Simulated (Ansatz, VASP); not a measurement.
## AlGa3As2 in VASP and in Ansatz

File INCAR:

```
SYSTEM = AlGa3As2
ALGO = Fast
EDIFF = 1E-7
EDIFFG = -0.01
ENCUT = 600
GGA = PE
IBRION = 2
ISIF = 3
ISMEAR = 0
LASPH = .True.
LCHARG = .False.
LREAL = .False.
LWAVE = .False.
NELM = 80
NSW = 100
PREC = Accurate
SIGMA = 0.1
```

Contents of KPOINTS:

```
k-points
0
Gamma
  6 6 10
  0 0 0
```

Contents of POSCAR:

```
AlGa3As2
1.0
    6.6795271609      0.0000000000      0.0000000000
   -3.3397635804      5.7846402066      0.0000000000
    0.0000000000      0.0000000000      3.6350172669
Al Ga As
1 3 2
Direct
    0.0000000000      0.0000000000      0.0000000000
    0.5000000000      0.5000000000      0.5000000000
    0.5000000000      0.0000000000      0.5000000000
    0.0000000000      0.5000000000      0.5000000000
    0.6666666667      0.3333333333      0.0000000000
    0.3333333333      0.6666666667      0.0000000000
```

Input for Ansatz:

```yaml
crystal:
  lattice:
    - [6.6795271609, 0.0, 0.0]
    - [-3.3397635804, 5.7846402066, 0.0]
    - [0.0, 0.0, 3.6350172669]
  atoms:
    - { symbol: Al, position: [0.0, 0.0, 0.0] }
    - { symbol: Ga, position: [0.5, 0.5, 0.5] }
    - { symbol: Ga, position: [0.5, 0.0, 0.5] }
    - { symbol: Ga, position: [0.0, 0.5, 0.5] }
    - { symbol: As, position: [0.6666666667, 0.3333333333, 0.0] }
    - { symbol: As, position: [0.3333333333, 0.6666666667, 0.0] }
basis:
  ecutwfc: 420
kpoints:
  mp_grid: { grid: [6, 6, 10] }
hamiltonian:
  xc: pbe
scf:
  occupations: { method: gaussian, width: 0.1 }
output:
  forces: true
  stress: true
  eigenvalues: true
relax:
  adjacent_minimum: "off"
  f_tol: 0.01
  max_steps: 80
  cell: { stress_tol: 0.05 }
```

Change from the starting cell: species swapped into the LaB2Ir3 type (P6/mmm, No. 191).

Alike in both runs: task relaxation of cell and atoms; functional PBE; k mesh 6 × 6 × 10; occupations gaussian, width 0.1 eV; no spin polarisation.

|  | VASP | Ansatz |
| --- | --- | --- |
| version | VASP 6.6.1 | Ansatz 0.2.0 |
| potentials or method | VASP PAW PBE potentials, release 64 (Al, Ga_d, As), cutoff 600 eV | scalar-relativistic, plane waves, PAW |
| valence electrons in the cell | 52 | 72 |

|  | VASP | Ansatz | Ansatz less VASP |
| --- | --- | --- | --- |
| gap on the k mesh at the Fermi level, each at its own relaxed structure (eV) | none | none | - |
| relaxed volume (Å³/atom) | 22.80 | 22.78 | -0.022 |
| relaxed cell length with the largest relative difference (Å) | 3.888 | 3.881 | -0.0068 |

A gap of «none» marks a metal or a gap that the smearing closes. VASP's potentials hold 52 valence electrons a cell and Ansatz's 72, so a difference there can come from the potentials and not from the codes.
